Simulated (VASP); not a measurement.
Wanted: the native input for a VASP 6.6.1 run.

- Task: single point
- Functional: PBEsol
- Potentials or basis: VASP PAW PBE potentials, release 64 (Si, Co)
- Cutoff: 520 eV
- k mesh: 12 × 12 × 12
- Occupations: gaussian, width 0.1 eV
- Spin: collinear spin, ferromagnetic start
- Starting moments: [0.0, 0.0, 0.0, 2.0] μB
- Dipole correction: no
- Further INCAR settings: ALGO = Normal; EDIFF = 1e-06; NBANDS = 22

The structure of CoSi3 lies in POSCAR:

```
CoSi3
1.0
    0.0000000000      2.9759724507      2.9759724507
    2.9759724507      0.0000000000      2.9759724507
    2.9759724507      2.9759724507      0.0000000000
Si Co
3 1
Direct
    0.2500000000      0.2500000000      0.2500000000
    0.7500000000      0.7500000000      0.7500000000
    0.5000000000      0.5000000000      0.5000000000
    0.0000000000      0.0000000000      0.0000000000
```

The input as run:

INCAR

```
ALGO     = Normal         # electronic algorithm
EDIFF    = 1E-6           # SCF threshold, eV
ENCUT    = 520            # plane-wave cutoff, eV
GGA      = PS             # functional
ISIF     = 2              # what is computed and relaxed
ISMEAR   = 0              # smearing method
ISPIN    = 2              # spin polarisation
LASPH    = True           # aspherical terms in the spheres
LCHARG   = False          # write CHGCAR
LMAXMIX  = 4              # l up to which the mixer works
LORBIT   = 11             # projections on sites
LREAL    = False          # projectors in reciprocal space
LWAVE    = False          # write WAVECAR
MAGMOM   = 0 0 0 2        # initial moments
NBANDS   = 22             # bands
NELM     = 150            # most SCF steps
PREC     = Accurate       # precision mode
SIGMA    = 0.1            # smearing width, eV
```

KPOINTS

```
k-points
0
Gamma
  12 12 12
```

Potentials or basis: VASP PAW PBE potentials, release 64 (Si, Co).

The run is started by

```sh
$ cat potpaw_PBE.64/Si/POTCAR potpaw_PBE.64/Co/POTCAR > POTCAR
$ mpirun -np 1 vasp_std > vasp.out
```

It gave:

- Pressure: -7.3 GPa
- Net moment: 0.06 μB per cell
- Site moments: Si +0.00; Co +0.06 μB
- Valence electrons inside the program's atomic spheres: Si 1.55, 1.56; Co 8.24

Caveat: the PAW data sets were made with another functional, which shifts forces and pressure a little.

Wall time 3.6 min on 1 thread of Intel(R) Xeon(R) Platinum 8259CL CPU @ 2.50GHz (Skylake/Cascade Lake) (shared host), peak memory 0.29 GiB.
